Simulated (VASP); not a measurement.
# LuTa2: single point with PBE

The system is LuTa2.

```
CELL_PARAMETERS angstrom
3.75534 0.00000 0.00000
0.00000 3.75534 0.00000
0.00000 0.00000 7.60536
ATOMIC_POSITIONS crystal
Lu 0.00000 0.50000 0.72849
Lu 0.50000 0.00000 0.27151
Ta 0.00000 0.00000 0.00000
Ta 0.50000 0.50000 0.00000
Ta 0.00000 0.50000 0.37093
Ta 0.50000 0.00000 0.62907
```

The cell was generated, and may not be a known phase.

* Program: VASP 6.6.1
* Task: single point
* Functional: PBE
* Potentials or basis: VASP PAW PBE potentials, release 64 (Lu, Ta_pv)
* Cutoff: 520 eV
* k mesh: 4 × 4 × 2
* Occupations: gaussian, width 0.1 eV
* Spin: no spin polarisation
* Dipole correction: no
* Further INCAR settings: ALGO = Normal; EDIFF = 1e-06; NBANDS = 56

```
Pressure               : 29.0 GPa
Largest force          : 0.824 eV/Å
Band gap on the k mesh : zero (bands 47 and 48 overlap by 1.41 eV)
```

Forces in eV/Å, atoms in the order of the input:
```
Lu   0.000  0.000 -0.824
Lu   0.000  0.000  0.824
Ta   0.000  0.000  0.000
Ta   0.000  0.000  0.000
Ta   0.000  0.000  0.170
Ta   0.000  0.000 -0.170
```

Stress tensor (GPa, compression positive):
```
31.05  0.00  0.00
 0.00 31.05  0.00
 0.00  0.00 24.91
```

Levels at points of the mesh, in eV from the Fermi level:
```tsv
k point	band 42	band 43	band 44	band 45	band 46	band 47	band 48	band 49	band 50	band 51
(0.00, 0.00, 0.00)	-1.95	-1.95	-1.50	-0.86	-0.71	-0.71	-0.24	-0.10	0.97	1.57
(0.50, 0.00, 0.00)	-1.68	-1.20	-1.20	-0.71	-0.71	0.40	0.40	0.48	0.48	1.39
(0.50, 0.50, 0.00)	-1.83	-0.25	-0.25	0.31	0.31	0.46	0.46	0.77	0.77	1.55
(0.00, 0.00, 0.50)	-2.46	-2.46	-1.21	-1.14	0.10	0.19	0.50	0.83	0.83	1.63
(0.50, 0.00, 0.50)	-1.93	-1.59	-1.59	-0.19	-0.19	0.32	0.32	0.59	0.59	1.36
(0.50, 0.50, 0.50)	-1.27	-0.92	-0.92	-0.23	-0.23	1.17	1.17	1.39	1.39	1.83
```

It took 44 s on 1 thread of Intel(R) Xeon(R) 6975P-C (Granite Rapids), on a shared host, peak memory 0.24 GiB.

Caveat: the k points lie up to 0.42 Å⁻¹ apart, too coarse for converged energies and pressures of a metal; spin-orbit coupling is left out, which moves the levels of the heavy elements.
